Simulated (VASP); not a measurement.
# P (R-3m) in VASP: electric field gradients with r2SCAN

Aim: the electric field gradients of P with r2SCAN.

Everything below comes from runs of VASP 6.6.1. Logs are shortened: lines on timing, memory, paths and dates and some standing lists are left out, and cuts for length are marked.

## (1) The cell of the first run

It takes space group R-3m (No. 166, trigonal). Conventional cell: a = 3.451 Å, b = 3.451 Å, c = 9.389 Å, α = 90.00°, β = 90.00°, γ = 120.00°. Within 3.0 Å of P (site symmetry 3m) lie 6 P at 2.29 to 2.82 Å.

## (2) Electric field gradients, r2SCAN

POSCAR reads:

```
P
1.0
    1.7257251780      0.9963478961      3.1296800121
   -1.7257251780      0.9963478961      3.1296800121
    0.0000000000     -1.9926957921      3.1296800121
P
2
Direct
    0.2270802500      0.2270802500      0.2270802500
    0.7729197500      0.7729197500      0.7729197500
```

INCAR.step1 reads:

```
SYSTEM = P
PREC = Accurate
ENCUT = 520
ISMEAR = -1
SIGMA = 0.05
LREAL = .False.
LASPH = .True.
NELM = 100
NBANDS = 12
GGA = PE
ALGO = Normal
EDIFF = 1E-4
LWAVE = .True.
LCHARG = .False.
```

INCAR.step2 reads:

```
SYSTEM = P
PREC = Accurate
ENCUT = 520
EDIFF = 1E-8
ISMEAR = -1
SIGMA = 0.05
LREAL = .False.
LASPH = .True.
NELM = 100
ALGO = Normal
ISIF = 2
LWAVE = .False.
LCHARG = .False.
METAGGA = R2SCAN
LMIXTAU = .True.
LEFG = .True.
NBANDS = 12
ISTART = 1
```

KPOINTS reads:

```
Automatic mesh
0
Gamma
  14 14 14
  0 0 0
```

Potentials or basis: VASP PAW PBE potentials, release 64 (P).

The run is started by

```console
cat potpaw_PBE.64/P/POTCAR > POTCAR
cp INCAR.step1 INCAR
mpirun -np 1 vasp_std > vasp.out
cp INCAR.step2 INCAR
mpirun -np 1 vasp_std > vasp.out
```

OUTCAR:

```text
SYSTEM = P
   PREC = Accurate
   ENCUT = 520
   EDIFF = 1E-8
   ISMEAR = -1
   LREAL = .False.
   LASPH = .True.
   NELM = 100
   ISIF = 2
   METAGGA = R2SCAN
   ISTART = 1

 ion  position               nearest neighbor table
   1  0.227  0.227  0.227-   2 2.29   2 2.29   2 2.29   2 2.82   2 2.82   2 2.82
   2  0.773  0.773  0.773-   1 2.29   1 2.29   1 2.29   1 2.82   1 2.82   1 2.82

  LATTYP: Found a trigonal (rhomboedric) cell.
 ALAT       =     3.7102201415
 COS(alpha) =     0.5673129383

  Lattice vectors:

 A1 = (   1.7257251780,   0.9963478961,   3.1296800121)
 A2 = (  -1.7257251780,   0.9963478961,   3.1296800121)
 A3 = (   0.0000000000,  -1.9926957921,   3.1296800121)

Analysis of symmetry for initial positions (statically):
=====================================================================
 Subroutine PRICEL returns:
 Original cell was already a primitive cell.

 Routine SETGRP: Setting up the symmetry group for a
 trigonal (rhombohedral) supercell.

 Subroutine GETGRP returns: Found 12 space group operations
 (whereof 12 operations were pure point group operations)
 out of a pool of 12 trial point group operations.

The static configuration has the point symmetry D_3d.

Analysis of symmetry for dynamics (positions and initial velocities):
=====================================================================
 Subroutine PRICEL returns:
 Original cell was already a primitive cell.

 Routine SETGRP: Setting up the symmetry group for a
 trigonal (rhombohedral) supercell.

 Subroutine GETGRP returns: Found 12 space group operations
 (whereof 12 operations were pure point group operations)
 out of a pool of 12 trial point group operations.

The dynamic configuration has the point symmetry D_3d.

 Subroutine INISYM returns: Found 12 space group operations
 (whereof 12 operations are pure point group operations),
 and found     1 'primitive' translations

----------------------------------------------------------------------------------------

                                     Primitive cell

  volume of cell :      32.2875

  direct lattice vectors                    reciprocal lattice vectors
     1.725725178  0.996347896  3.129680012     0.289733271  0.167277582  0.106507161
    -1.725725178  0.996347896  3.129680012    -0.289733271  0.167277582  0.106507161
     0.000000000 -1.992695792  3.129680012     0.000000000 -0.334555164  0.106507161

  length of vectors
     3.710220141  3.710220141  3.710220141     0.351099605  0.351099605  0.351099605

  position of ions in fractional coordinates (direct lattice)
     0.227080250  0.227080250  0.227080250
     0.772919750  0.772919750  0.772919750

  ion indices of the primitive-cell ions
   primitive index   ion index
                 1           1
                 2           2

----------------------------------------------------------------------------------------

 KPOINTS: Automatic mesh

Automatic generation of k-mesh.
 Grid dimensions read from file:
 generate k-points for:   14   14   14

 Generating k-lattice:

  Cartesian coordinates                     Fractional coordinates (reciprocal lattice)
     0.020695234  0.011948399  0.007607654     0.071428571 -0.000000000  0.000000000
    -0.020695234  0.011948399  0.007607654    -0.000000000  0.071428571  0.000000000
     0.000000000 -0.023896797  0.007607654     0.000000000  0.000000000  0.071428571

  Length of vectors
     0.025078543  0.025078543  0.025078543

  Shift w.r.t. Gamma in fractional coordinates (k-lattice)
     0.000000000  0.000000000  0.000000000

 Subroutine IBZKPT returns following result:
 ===========================================

 Found    288 irreducible k-points:

 Following reciprocal coordinates:
            Coordinates               Weight
  0.000000  0.000000  0.000000      1.000000
  0.071429 -0.000000 -0.000000      6.000000
  0.142857  0.000000 -0.000000      6.000000
  0.214286 -0.000000  0.000000      6.000000
  0.285714 -0.000000  0.000000      6.000000
  0.357143  0.000000 -0.000000      6.000000
[... 16 lines left out ...]
  0.214286  0.142857 -0.000000     12.000000
  0.285714  0.142857  0.000000     12.000000
 [... further k-points ...]
   k-points           NKPTS =    288   k-points in BZ     NKDIM =    288   number of bands    NBANDS=     12
   number of dos      NEDOS =    301   number of ions     NIONS =      2
   total plane-waves  NPLWV =  21952
   dimension x,y,z NGX =    28 NGY =   28 NGZ =   28
   dimension x,y,z NGXF=    56 NGYF=   56 NGZF=   56
   ions per type =               2
   NGX,Y,Z   is equivalent  to a cutoff of  12.55, 12.55, 12.55 a.u.
   NGXF,Y,Z  is equivalent  to a cutoff of  25.09, 25.09, 25.09 a.u.
 SYSTEM =  P
   PREC   = accura    normal or accurate (medium, high low for compatibility)
   ISTART =      1    job   : 0-new  1-cont  2-samecut
   ICHARG =      0    charge: 1-file 2-atom 10-const
   ISPIN  =      1    spin polarized calculation?
   LNONCOLLINEAR =      F non collinear calculations
   LSORBIT =      F    spin-orbit coupling
   LASPH  =      T    aspherical Exc in radial PAW
   ENCUT  =  520.0 eV  38.22 Ry    6.18 a.u.   6.90  6.90  6.90*2*pi/ulx,y,z
   NELM   =    100;   NELMIN=  2; NELMDL=  0     # of ELM steps
   EDIFF  = 0.1E-07   stopping-criterion for ELM
   LREAL  =      F    real-space projection
   EDIFFG = 0.1E-06   stopping-criterion for IOM
   NSW    =      0    number of steps for IOM
   IBRION =     -1    ionic relax: 0-MD 1-quasi-New 2-CG
   NFREE  =      0    steps in history (QN), initial steepest desc. (CG)
   ISIF   =      2    stress and relaxation
   ISYM   =      2    0-nonsym 1-usesym 2-fastsym
   POTIM  = 0.5000    time-step for ionic-motion
   TEBEG  =    0.0;   TEEND  =   0.0 temperature during run
   PSTRESS=    0.0 pullay stress
   NELECT =      10.0000    total number of electrons
   NUPDOWN=      -1.0000    fix difference up-down
   EMIN   =  10.00;   EMAX   =-10.00  energy-range for DOS
   EFERMI =   0.00;   METHOD = LEGACY
   ISMEAR =    -1;   SIGMA  =   0.05  broadening in eV -4-tet -1-fermi 0-gaus
   EFERMI_NEDOS =   21; number of points for ismear=-14 and -15
   IALGO  =     38    algorithm
   IMIX   =      4    mixing-type and parameters
     AMIX     =   0.40;   BMIX     =  1.00
     AMIX_MAG =   1.60;   BMIX_MAG =  1.00
  volume/ion in A,a.u.               =      16.14       108.94
  Fermi-wavevector in a.u.,A,eV,Ry     =   1.107636  2.093128 16.692396  1.226857
  Thomas-Fermi vector in A             =   2.244152
   LORBIT       =      0    0 simple, 1 ext, 2 COOP (PROOUT), +10 PAW based schemes
   METAGGA = R2SCAN    functional components
   LHFCALC =     F    Hartree Fock is set to
   AEXX    =    0.0000 exact exchange contribution
   IVDW    =     0    specifies the selected vdW correction
   LEPSILON=     F    determine dielectric tensor
   LRPA    =     F    only Hartree local field effects (RPA)
 non-spin polarized calculation
  energy-cutoff  :      520.00
  volume of cell :       32.29
 maximum number of plane-waves:       887
   NGX = 13   NGY = 13   NGZ = 13

 number of electron      10.0000000 magnetization

 Free energy of the ion-electron system (eV)
  ---------------------------------------------------
  ext. energy  EPLUGINS =         0.00000000
  ---------------------------------------------------
  free energy    TOTEN  =       -17.77683290 eV

  energy without entropy =      -17.77490235  energy(sigma->0) =      -17.77586762

 E-fermi :   9.1255     XC(G=0): -11.2914

 val. band max:        9.0981768946   @ k =  -0.4286   0.0714  -0.0000
 cond. band min:       9.1395132591   @ k =  -0.0714   0.5000   0.0714
 fundamental gap:      0.0413363645
 Fermi energy:         9.1254940203

 k-point     1 :       0.0000    0.0000    0.0000
  band No.  band energies     occupation
      1      -8.3985      2.00000
      2       5.3606      2.00000
      3       5.5835      2.00000
      4       5.8198      2.00000
      5       5.8198      2.00000
      6      10.5028      0.00000
      7      11.8011      0.00000
      8      11.8011      0.00000
      9      15.1683      0.00000
     10      15.1683      0.00000
     11      16.5155      0.00000
     12      16.5158      0.00000
[... 331 lines left out ...]
 k-point    24 :       0.2857    0.1429    0.0000
  band No.  band energies     occupation
      1      -7.2048      2.00000
      2       0.9674      2.00000
      3       3.9713      2.00000
      4       4.6422      2.00000
      5       7.2888      2.00000
      6      10.6713      0.00000
      7      11.7059      0.00000
      8      12.6181      0.00000
      9      13.2721      0.00000
     10      16.4793      0.00000
     11      17.6073      0.00000
     12      19.7740      0.00000

 [... further k-points ...]

------------------------ aborting loop because EDIFF is reached ----------------------------------------

  FORCE on cell =-STRESS in cart. coord.  units (eV):
  Direction    XX          YY          ZZ          XY          YZ          ZX
  --------------------------------------------------------------------------------------
  -------------------------------------------------------------------------------------
  Total        0.0537695      0.0537695     -0.0839569     -0.0000000     -0.0000000      0.0000000
  in kB        2.6681665      2.6681665     -4.1661314     -0.0000000     -0.0000000      0.0000000
  external PRESSURE =       0.3900672 kB  Pullay stress =       0.0000000 kB

 VOLUME and BASIS-vectors are now :
 -----------------------------------------------------------------------------
  energy-cutoff  :      520.00
  volume of cell :       32.29
      direct lattice vectors                 reciprocal lattice vectors
     1.725725178  0.996347896  3.129680012     0.289733271  0.167277582  0.106507161
    -1.725725178  0.996347896  3.129680012    -0.289733271  0.167277582  0.106507161
     0.000000000 -1.992695792  3.129680012     0.000000000 -0.334555164  0.106507161

 POSITION                                       TOTAL-FORCE (eV/Angst)
 -----------------------------------------------------------------------------------
      0.00000      0.00000      2.13207         0.000000     -0.000000     -0.007703
      0.00000      0.00000      7.25697         0.000000      0.000000      0.007703
 -----------------------------------------------------------------------------------
    total drift:                                0.000000     -0.000000     -0.000000

  FREE ENERGIE OF THE ION-ELECTRON SYSTEM (eV)
  ---------------------------------------------------
  free  energy   TOTEN  =       -17.7768328966 eV

  energy  without entropy=      -17.7749023502  energy(sigma->0) =      -17.77586762

 Electric field gradients (V/A^2)
---------------------------------------------------------------------
 ion       V_xx      V_yy      V_zz      V_xy      V_xz      V_yz
---------------------------------------------------------------------
   1      15.817    15.817   -31.633    -0.000     0.000    -0.000
   2      15.817    15.817   -31.633    -0.000    -0.000    -0.000
---------------------------------------------------------------------

 Electric field gradients after diagonalization (V/A^2)
 (convention: |V_zz| > |V_xx| > |V_yy|)
----------------------------------------------------------------------
 ion       V_xx      V_yy      V_zz     asymmetry (V_yy - V_xx)/ V_zz
----------------------------------------------------------------------
   1      15.817    15.817   -31.633       0.000
   2      15.817    15.817   -31.633       0.000
----------------------------------------------------------------------

           NMR quadrupolar parameters

 Cq : quadrupolar parameter    Cq=e*Q*V_zz/h
 eta: asymmetry parameters     (V_yy - V_xx)/ V_zz
 Q  : nuclear electric quadrupole moment in mb (millibarn)
----------------------------------------------------------------------
 ion       Cq(MHz)       eta       Q (mb)
----------------------------------------------------------------------
   1      -0.076       0.000       1.000
   2      -0.076       0.000       1.000
----------------------------------------------------------------------
```

Wall time 10 min (1 thread of Intel Xeon 8259CL, shared host); peak memory 0.22 GiB.

Results:

* Free energy: -17.7768 eV
* Pressure: 0.0 GPa
* Largest force: 0.008 eV/Å
* Band gap on the k mesh: zero (bands 5 and 6 overlap by 0.62 eV)
* Largest electric field gradient by atom: P -31.6 V/Å²

Forces on the atoms (eV/Å):
```
P    0.000  0.000 -0.008
P    0.000  0.000  0.008
```

Levels at points of the mesh, in eV from the Fermi level:
```
           k point  band 3  band 4  band 5  band 6  band 7  band 8
(0.00, 0.00, 0.00)   -3.54   -3.31   -3.31    1.38    2.68    2.68
(0.50, 0.00, 0.00)   -4.29   -3.76   -0.89   -0.16    0.22    0.45
(0.50, 0.50, 0.00)   -7.24   -5.92   -5.85    0.13    6.37    7.87
(0.50, 0.50, 0.50)   -3.20   -3.20   -0.27   -0.27    0.22    2.42
```

Electric field gradients, principal values (V/Å²):
```csv
atom,least,middle,greatest (by size)
1 P,15.817,15.817,-31.633
2 P,15.817,15.817,-31.633
```

Caveat: without QUAD_EFG the Cq values of the log hold for a quadrupole moment of 1 mb, not for the nuclei; the PAW data sets were made with another functional, which shifts forces and pressure a little.

The gap in the log of VASP goes by the Fermi energy; the results here count the filled bands.